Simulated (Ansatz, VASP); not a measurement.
**One calculation of TiC, two programs**

```
Ti C
1.0
     0.00000    2.19646    2.19646
     2.19646    0.00000    2.19646
     2.19646    2.19646    0.00000
Ti C
1 1
Direct
  0.00000 0.00000 0.00000
  0.50000 0.50000 0.50000
```

Change from the starting cell: strain +0.015 along x and y, +0.015 along z, atoms carried along.

Alike in both runs: task single point; functional PBEsol; k mesh 18 × 18 × 18; occupations gaussian, width 0.15 eV; no spin polarisation.

|  | VASP | Ansatz |
| --- | --- | --- |
| version | VASP 6.6.1 | Ansatz 0.2.0 |
| potentials or method | VASP PAW PBE potentials, release 64 (Ti_sv, C), cutoff 520 eV | scalar-relativistic, plane waves, PAW |
| valence electrons in the cell | 16 | 16 |

Ansatz gave:

| Property | Result |
| --- | --- |
| gap on the k mesh at the Fermi level (eV) | none |
| pressure (GPa) | -16.0 |

Q: Estimate VASP's values.

A: gap on the k mesh at the Fermi level (eV): none; pressure (GPa): -15.9.

VASP's potentials were made for PBE, not for PBEsol. A gap of «none» marks a metal or a gap that the smearing closes. The functional is the same, so the differences come from potentials, cutoffs and numerics.
